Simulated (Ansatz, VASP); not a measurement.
# Two plane-wave programs on InSb

The input INCAR:

```
SYSTEM = InSb
ALGO     = Normal         ! electronic algorithm
EDIFF    = 1E-6           ! SCF threshold, eV
ENCUT    = 520            ! plane-wave cutoff, eV
GGA      = PE             ! functional
GGA_COMPAT= .FALSE.      
ISIF     = 2              ! what is computed and relaxed
ISMEAR   = 0              ! smearing method
LASPH    = .TRUE.         ! aspherical terms in the spheres
LCHARG   = .TRUE.         ! write CHGCAR
LORBIT   = 11             ! projections on sites
LORBMOM  = .TRUE.       
LREAL    = .FALSE.        ! projectors in reciprocal space
LSORBIT  = .TRUE.         ! spin-orbit coupling
LUSENCCL = .FALSE.      
LVHAR    = .TRUE.       
LWAVE    = .FALSE.        ! write WAVECAR
MAGMOM   = 0 0 0 0 0 0    ! initial moments
NBANDS   = 30             ! bands
NELM     = 150            ! most SCF steps
PREC     = Accurate       ! precision mode
SIGMA    = 0.05           ! smearing width, eV
```

Contents of KPOINTS:

```
k-points
0
G
  8 6 8
  0 0 0
```

The input POSCAR:

```
InSb
1.0
    2.9575249612      0.0000000000      0.0000000000
    0.0000000000      5.5027366311      0.0000000000
    0.0000000000      0.0000000000      3.0894502983
In Sb
1 1
Direct
    0.0000000000      0.0000000000      0.1250514137
    0.0000000000      0.5000000000      0.6249485863
```

Input for Ansatz:

```yaml
crystal:
  lattice:
    - [2.9575249612, 0.0, 0.0]
    - [0.0, 5.5027366311, 0.0]
    - [0.0, 0.0, 3.0894502983]
  atoms:
    - { symbol: In, position: [0.0, 0.0, 0.1250514137] }
    - { symbol: Sb, position: [0.0, 0.5, 0.6249485863] }
basis:
  ecutwfc: 420
  ecutrho_ratio: 4
kpoints:
  mp_grid: { grid: [8, 6, 8] }
  band_path:
    path:
      - [[0.0, 0.0, 0.0], [-0.5, 0.0, 0.0], [-0.5, 0.0, -0.5], [0.0, 0.0, -0.5], [0.0, 0.0, 0.0], [0.0, -0.5, 0.0], [-0.5, -0.5, 0.0], [-0.5, -0.5, -0.5], [0.0, -0.5, -0.5], [0.0, -0.5, 0.0]]
      - [[-0.5, 0.0, 0.0], [-0.5, -0.5, 0.0]]
      - [[0.0, 0.0, -0.5], [0.0, -0.5, -0.5]]
      - [[-0.5, 0.0, -0.5], [-0.5, -0.5, -0.5]]
    npoints: 10
hamiltonian:
  xc: pbe
scf:
  occupations: { method: gaussian, width: 0.05 }
output:
  forces: true
  stress: true
  eigenvalues: true
  populations: true
  eigenstates:
    nscf_kmesh: { grid: [18, 10, 16] }
    de_dk: true
    e_range: [-2.5, 2.5]
  write_density: true
  write_potential: true
  elf: true
  volumetric_format: npy
magnetization:
  noncollinear: true
  spin_orbit: true
```

Alike in both runs: task single point; functional PBE; k mesh 8 × 6 × 8; occupations gaussian, width 0.05 eV; non-collinear spin, spin-orbit coupling.

```csv
,VASP,Ansatz
version,VASP 6.6.1,Ansatz 0.2.0
potentials or method,"VASP PAW PBE potentials, release 64 (In_d, Sb), cutoff 520 eV","plane waves, PAW"
valence electrons in the cell,18,28
```

```csv
,VASP,Ansatz,Ansatz less VASP
pressure (GPa),7.6,7.5,-0.02
"traceless stress, the component that is largest in VASP (GPa)",0.83,0.77,-0.064
net moment per atom (μB),0.00,0.00,0.000
```

With one functional, cell and mesh, what is left measures potentials, basis and numerics. VASP's potentials hold 18 valence electrons a cell and Ansatz's 28, so a difference there can come from the potentials and not from the codes.
